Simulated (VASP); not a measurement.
# Be3V (Fm-3m) in VASP: a series of runs

Runs on Be3V. Level: PBE. Tasks: single point, relaxation of cell and atoms.

Program: VASP 6.6.1. These are calculated values, not measurements. Logs are shortened: lines on timing, memory, paths and dates and some standing lists are left out, and cuts for length are marked.

## 1. The cell of the first run

Symmetry: Fm-3m, No. 225, cubic system. Conventional cell: a = 5.329 Å, b = 5.329 Å, c = 5.329 Å, α = 90.00°, β = 90.00°, γ = 90.00°. Be (site symmetry m-3m) has 8 Be at 2.31 Å and 6 V at 2.66 Å within 3.0 Å. Within 3.0 Å of Be (site symmetry -43m) lie 10 Be at 2.31 to 2.66 Å and 4 V at 2.31 Å. Within 3.0 Å of V (site symmetry m-3m) lie 14 Be at 2.31 to 2.66 Å.

The cell was built from a structure type or drawn by symmetry, and may not be a known phase.

## 2. Single point, PBE, collinear spin, ferromagnetic start

File INCAR:

```
ALGO = Normal
EDIFF = 1E-6
ENCUT = 520
GGA = PE
ISIF = 2
ISMEAR = 0
ISPIN = 2
LASPH = T
LCHARG = F
LMAXMIX = 4
LORBIT = 11
LREAL = F
LWAVE = F
MAGMOM = 0 0 0 2
NBANDS = 22
NELM = 150
PREC = Accurate
SIGMA = 0.1
```

File KPOINTS:

```
k-points
0
Gamma
  6 6 6
```

File POSCAR:

```
Be3V
1.0
    0.0000000000      2.6644846506      2.6644846506
    2.6644846506      0.0000000000      2.6644846506
    2.6644846506      2.6644846506      0.0000000000
Be V
3 1
Direct
    0.5000000000      0.5000000000      0.5000000000
    0.2500000000      0.2500000000      0.2500000000
    0.7500000000      0.7500000000      0.7500000000
    0.0000000000      0.0000000000      0.0000000000
```

Potentials or basis: VASP PAW PBE potentials, release 64 (Be, V_sv).

Started as:

```sh
$ cat potpaw_PBE.64/Be/POTCAR potpaw_PBE.64/V_sv/POTCAR > POTCAR
$ mpirun -np 1 vasp_std > vasp.out
```

OUTCAR:

```text
EDIFF = 1E-6
   ENCUT = 520
   GGA = PE
   ISIF = 2
   ISMEAR = 0
   ISPIN = 2
   LASPH = T
   LORBIT = 11
   LREAL = F
   NELM = 150
   PREC = Accurate

 ion  position               nearest neighbor table
   1  0.500  0.500  0.500-   2 2.31   2 2.31   2 2.31   2 2.31   3 2.31   3 2.31   3 2.31   3 2.31

   2  0.250  0.250  0.250-   4 2.31   4 2.31   4 2.31   1 2.31   4 2.31   1 2.31   1 2.31   1 2.31

   3  0.750  0.750  0.750-   1 2.31   1 2.31   1 2.31   1 2.31   4 2.31   4 2.31   4 2.31   4 2.31

   4  0.000  0.000  0.000-   3 2.31   3 2.31   3 2.31   2 2.31   3 2.31   2 2.31   2 2.31   2 2.31

  LATTYP: Found a face centered cubic cell.
 ALAT       =     5.3289693012

  Lattice vectors:

 A1 = (   0.0000000000,   2.6644846506,   2.6644846506)
 A2 = (   2.6644846506,   0.0000000000,   2.6644846506)
 A3 = (   2.6644846506,   2.6644846506,   0.0000000000)

Analysis of symmetry for initial positions (statically):
=====================================================================
 Subroutine PRICEL returns:
 Original cell was already a primitive cell.

 Routine SETGRP: Setting up the symmetry group for a
 face centered cubic supercell.

 Subroutine GETGRP returns: Found 48 space group operations
 (whereof 48 operations were pure point group operations)
 out of a pool of 48 trial point group operations.

The static configuration has the point symmetry O_h .

Analysis of symmetry for dynamics (positions and initial velocities):
=====================================================================
 Subroutine PRICEL returns:
 Original cell was already a primitive cell.

 Routine SETGRP: Setting up the symmetry group for a
 face centered cubic supercell.

 Subroutine GETGRP returns: Found 48 space group operations
 (whereof 48 operations were pure point group operations)
 out of a pool of 48 trial point group operations.

The dynamic configuration has the point symmetry O_h .

Analysis of structural, dynamic, and magnetic symmetry:
=====================================================================
 Subroutine PRICEL returns:
 Original cell was already a primitive cell.

 Routine SETGRP: Setting up the symmetry group for a
 face centered cubic supercell.

 Subroutine GETGRP returns: Found 48 space group operations
 (whereof 48 operations were pure point group operations)
 out of a pool of 48 trial point group operations.

The overall configuration has the point symmetry O_h .

 Subroutine INISYM returns: Found 48 space group operations
 (whereof 48 operations are pure point group operations),
 and found     1 'primitive' translations

----------------------------------------------------------------------------------------

                                     Primitive cell

  volume of cell :      37.8329

  direct lattice vectors                    reciprocal lattice vectors
     0.000000000  2.664484651  2.664484651    -0.187653549  0.187653549  0.187653549
     2.664484651  0.000000000  2.664484651     0.187653549 -0.187653549  0.187653549
     2.664484651  2.664484651  0.000000000     0.187653549  0.187653549 -0.187653549

  length of vectors
     3.768150330  3.768150330  3.768150330     0.325025480  0.325025480  0.325025480

  position of ions in fractional coordinates (direct lattice)
     0.500000000  0.500000000  0.500000000
     0.250000000  0.250000000  0.250000000
     0.750000000  0.750000000  0.750000000
     0.000000000  0.000000000  0.000000000

  ion indices of the primitive-cell ions
   primitive index   ion index
                 1           1
                 2           2
                 3           3
                 4           4

----------------------------------------------------------------------------------------

 KPOINTS: k-points

Automatic generation of k-mesh.
 Grid dimensions read from file:
 generate k-points for:    6    6    6

 Generating k-lattice:

  Cartesian coordinates                     Fractional coordinates (reciprocal lattice)
    -0.031275591  0.031275591  0.031275591     0.166666667  0.000000000  0.000000000
     0.031275591 -0.031275591  0.031275591     0.000000000  0.166666667  0.000000000
     0.031275591  0.031275591 -0.031275591     0.000000000  0.000000000  0.166666667

  Length of vectors
     0.054170913  0.054170913  0.054170913

  Shift w.r.t. Gamma in fractional coordinates (k-lattice)
     0.000000000  0.000000000  0.000000000

 Subroutine IBZKPT returns following result:
 ===========================================

 Found     16 irreducible k-points:

 Following reciprocal coordinates:
            Coordinates               Weight
  0.000000  0.000000  0.000000      1.000000
  0.166667  0.000000  0.000000      8.000000
  0.333333  0.000000  0.000000      8.000000
  0.500000  0.000000  0.000000      4.000000
  0.166667  0.166667  0.000000      6.000000
  0.333333  0.166667  0.000000     24.000000
[... 8 lines left out ...]
 -0.333333  0.333333  0.166667     24.000000
 -0.333333  0.500000  0.166667     12.000000
   k-points           NKPTS =     16   k-points in BZ     NKDIM =     16   number of bands    NBANDS=     22
   number of dos      NEDOS =    301   number of ions     NIONS =      4
   total plane-waves  NPLWV =  21952
   dimension x,y,z NGX =    28 NGY =   28 NGZ =   28
   dimension x,y,z NGXF=    56 NGYF=   56 NGZF=   56
   ions per type =               3   1
   NGX,Y,Z   is equivalent  to a cutoff of  12.35, 12.35, 12.35 a.u.
   NGXF,Y,Z  is equivalent  to a cutoff of  24.71, 24.71, 24.71 a.u.
 SYSTEM =  unknown system
   PREC   = accura    normal or accurate (medium, high low for compatibility)
   ISTART =      0    job   : 0-new  1-cont  2-samecut
   ICHARG =      2    charge: 1-file 2-atom 10-const
   ISPIN  =      2    spin polarized calculation?
   LNONCOLLINEAR =      F non collinear calculations
   LSORBIT =      F    spin-orbit coupling
   LASPH  =      T    aspherical Exc in radial PAW
   ENCUT  =  520.0 eV  38.22 Ry    6.18 a.u.   7.01  7.01  7.01*2*pi/ulx,y,z
   NELM   =    150;   NELMIN=  2; NELMDL= -5     # of ELM steps
   EDIFF  = 0.1E-05   stopping-criterion for ELM
   LREAL  =      F    real-space projection
[... 7 lines left out ...]
   TEBEG  =    0.0;   TEEND  =   0.0 temperature during run
   PSTRESS=    0.0 pullay stress
   NELECT =      19.0000    total number of electrons
   NUPDOWN=      -1.0000    fix difference up-down
   EMIN   =  10.00;   EMAX   =-10.00  energy-range for DOS
   EFERMI =   0.00;   METHOD = LEGACY
   ISMEAR =     0;   SIGMA  =   0.10  broadening in eV -4-tet -1-fermi 0-gaus
   EFERMI_NEDOS =   21; number of points for ismear=-14 and -15
   IALGO  =     38    algorithm
   IMIX   =      4    mixing-type and parameters
     AMIX     =   0.40;   BMIX     =  1.00
     AMIX_MAG =   1.60;   BMIX_MAG =  1.00
  volume/ion in A,a.u.               =       9.46        63.83
  Fermi-wavevector in a.u.,A,eV,Ry     =   1.301276  2.459055 23.039013  1.693320
  Thomas-Fermi vector in A             =   2.432420
   LORBIT       =     11    0 simple, 1 ext, 2 COOP (PROOUT), +10 PAW based schemes
   GGA     = PE    functional components
   LHFCALC =     F    Hartree Fock is set to
   AEXX    =    0.0000 exact exchange contribution
   IVDW    =     0    specifies the selected vdW correction
   LEPSILON=     F    determine dielectric tensor
   LRPA    =     F    only Hartree local field effects (RPA)
 spin polarized calculation
 Gauss-broadening in eV      SIGMA  =   0.10
  energy-cutoff  :      520.00
  volume of cell :       37.83
 maximum number of plane-waves:      1034
   NGX = 13   NGY = 13   NGZ = 13

 number of electron      19.0000004 magnetization      -0.0072642

 number of electron      19.0000004 magnetization       0.5796039

 Free energy of the ion-electron system (eV)
  ---------------------------------------------------
  ext. energy  EPLUGINS =         0.00000000
  ---------------------------------------------------
  free energy    TOTEN  =       -19.90475983 eV

  energy without entropy =      -19.88290083  energy(sigma->0) =      -19.89383033

 E-fermi :   7.8851     XC(G=0): -11.3461

 val. band max:        7.8441847957   @ k =   0.5000   0.3333   0.1667
 cond. band min:       7.8858327608   @ k =   0.5000   0.5000   0.0000
 fundamental gap:      0.0416479651
 Fermi energy:         7.8851427345

 spin component 1

 k-point     1 :       0.0000    0.0000    0.0000
  band No.  band energies     occupation
      1     -56.4215      1.00000
      2     -30.3152      1.00000
      3     -30.3152      1.00000
      4     -30.3152      1.00000
      5      -1.8921      1.00000
      6       5.1891      1.00000
[... 13 lines left out ...]
     20      15.3770      0.00000
     21      18.8517      0.00000

 k-point     2 :       0.1667    0.0000    0.0000
  band No.  band energies     occupation
      1     -56.4211      1.00000
      2     -30.3233      1.00000
      3     -30.3166      1.00000
      4     -30.3166      1.00000
      5      -1.5095      1.00000
      6       4.6035      1.00000
[... 13 lines left out ...]
     20      17.4821      0.00000
     21      19.6080      0.00000

 k-point     3 :       0.3333    0.0000    0.0000
  band No.  band energies     occupation
      1     -56.4201      1.00000
      2     -30.3392      1.00000
      3     -30.3194      1.00000
      4     -30.3194      1.00000
      5      -0.4107      1.00000
      6       3.1286      1.00000
[... 13 lines left out ...]
     20      18.7971      0.00000
     21      21.6058      0.00000
[... 265 lines left out ...]
 k-point    15 :      -0.3333    0.3333    0.1667
  band No.  band energies     occupation
      1     -56.4191      1.00000
      2     -30.3407      1.00000
      3     -30.3329      1.00000
      4     -30.3259      1.00000
      5       1.9868      1.00000
      6       2.1510      1.00000
[... 13 lines left out ...]
     20      20.4043      0.00000
     21      20.4166      0.00000

 k-point    16 :      -0.3333    0.5000    0.1667
  band No.  band energies     occupation
      1     -56.4189      1.00000
      2     -30.3408      1.00000
      3     -30.3331      1.00000
      4     -30.3293      1.00000
      5       2.0756      1.00000
      6       2.9177      1.00000
[... 13 lines left out ...]
     20      19.7946      0.00000
     21      20.7375      0.00000
 Fermi energy:         7.8851427345

 spin component 2

 k-point     1 :       0.0000    0.0000    0.0000
  band No.  band energies     occupation
      1     -55.8709      1.00000
      2     -29.7698      1.00000
      3     -29.7698      1.00000
      4     -29.7698      1.00000
      5      -1.8470      1.00000
      6       5.4634      1.00000
[... 13 lines left out ...]
     20      15.5255      0.00000
     21      18.8811      0.00000

 k-point     2 :       0.1667    0.0000    0.0000
  band No.  band energies     occupation
      1     -55.8704      1.00000
      2     -29.7782      1.00000
      3     -29.7713      1.00000
      4     -29.7713      1.00000
      5      -1.4652      1.00000
      6       4.7990      1.00000
[... 13 lines left out ...]
     20      17.6532      0.00000
     21      19.6385      0.00000

 k-point     3 :       0.3333    0.0000    0.0000
  band No.  band energies     occupation
      1     -55.8694      1.00000
      2     -29.7948      1.00000
      3     -29.7741      1.00000
      4     -29.7741      1.00000
      5      -0.3666      1.00000
      6       3.2128      1.00000
[... 13 lines left out ...]
     20      18.8869      0.00000
     21      21.6293      0.00000
[... 265 lines left out ...]
 k-point    15 :      -0.3333    0.3333    0.1667
  band No.  band energies     occupation
      1     -55.8684      1.00000
      2     -29.7964      1.00000
      3     -29.7882      1.00000
      4     -29.7809      1.00000
      5       2.0171      1.00000
      6       2.2257      1.00000
[... 13 lines left out ...]
     20      20.4304      0.00000
     21      20.4466      0.00000

 k-point    16 :      -0.3333    0.5000    0.1667
  band No.  band energies     occupation
      1     -55.8682      1.00000
      2     -29.7964      1.00000
      3     -29.7885      1.00000
      4     -29.7844      1.00000
      5       2.1378      1.00000
      6       2.9579      1.00000
[... 13 lines left out ...]
     20      19.8108      0.00000
     21      20.7439      0.00000
 [bands above 21 left out]

------------------------ aborting loop because EDIFF is reached ----------------------------------------

  FORCE on cell =-STRESS in cart. coord.  units (eV):
  Direction    XX          YY          ZZ          XY          YZ          ZX
  --------------------------------------------------------------------------------------
  -------------------------------------------------------------------------------------
  Total        0.0298207      0.0298207      0.0298207     -0.0000000      0.0000000      0.0000000
  in kB        1.2628708      1.2628708      1.2628708     -0.0000000      0.0000000      0.0000000
  external PRESSURE =       1.2628708 kB  Pullay stress =       0.0000000 kB

 VOLUME and BASIS-vectors are now :
 -----------------------------------------------------------------------------
  energy-cutoff  :      520.00
  volume of cell :       37.83
      direct lattice vectors                 reciprocal lattice vectors
     0.000000000  2.664484651  2.664484651    -0.187653549  0.187653549  0.187653549
     2.664484651  0.000000000  2.664484651     0.187653549 -0.187653549  0.187653549
     2.664484651  2.664484651  0.000000000     0.187653549  0.187653549 -0.187653549

 POSITION                                       TOTAL-FORCE (eV/Angst)
 -----------------------------------------------------------------------------------
      2.66448      2.66448      2.66448        -0.000000      0.000000      0.000000
      1.33224      1.33224      1.33224         0.000000      0.000000      0.000000
      3.99673      3.99673      3.99673        -0.000000     -0.000000     -0.000000
      0.00000      0.00000      0.00000        -0.000000      0.000000      0.000000
 -----------------------------------------------------------------------------------
    total drift:                               -0.000000     -0.000000      0.000000

  FREE ENERGIE OF THE ION-ELECTRON SYSTEM (eV)
  ---------------------------------------------------
  free  energy   TOTEN  =       -19.9047598287 eV

  energy  without entropy=      -19.8829008343  energy(sigma->0) =      -19.89383033

 total charge

# of ion       s       p       d       tot
------------------------------------------
    1        0.385   0.680   0.000   1.065
    2        0.460   0.717   0.000   1.178
    3        0.460   0.717   0.000   1.178
    4        2.265   6.198   3.250  11.713
--------------------------------------------------
tot          3.570   8.313   3.250  15.133

 magnetization (x)

# of ion       s       p       d       tot
------------------------------------------
    1       -0.004  -0.013   0.000  -0.017
    2       -0.003  -0.001   0.000  -0.004
    3       -0.003  -0.001   0.000  -0.004
    4        0.014   0.003   0.556   0.573
--------------------------------------------------
tot          0.003  -0.012   0.556   0.547
```

Wall time 51 s (1 thread of AMD EPYC 7R43 (Zen 3), shared host); peak memory 0.14 GiB.

What came out:

```yaml
Free_energy: -19.9048 eV
Pressure: 0.1 GPa
Net_moment: 0.58 μB per cell
Site_moments: Be -0.02, -0.00 (each value once); V +0.57 μB
Valence_electrons_inside_the_program's_atomic_spheres: Be 1.06, 1.18 (each value once); V 11.71
```

Levels at points of the mesh, in eV from the Fermi level:
Spin up:
```tsv
k point	band 8	band 9	band 10	band 11	band 12	band 13
(0.00, 0.00, 0.00)	-2.70	-0.28	-0.28	2.50	2.50	2.50
(0.50, 0.00, 0.00)	-2.91	0.03	0.03	0.12	2.19	2.19
(0.50, 0.50, 0.00)	-2.60	-2.60	0.00	0.00	0.36	0.49
```
Spin down:
```
           k point  band 6  band 7  band 8  band 9  band 10  band 11  band 12  band 13
(0.00, 0.00, 0.00)   -2.42   -2.42   -2.42    0.15     0.15     2.47     2.47     2.47
(0.50, 0.00, 0.00)   -6.41   -2.70   -2.70    0.50     0.50     0.56     2.25     2.25
(0.50, 0.50, 0.00)   -5.17   -2.89   -2.58   -2.58     0.49     0.49     0.83     0.84
```

(Continued in part 2 of 2.)
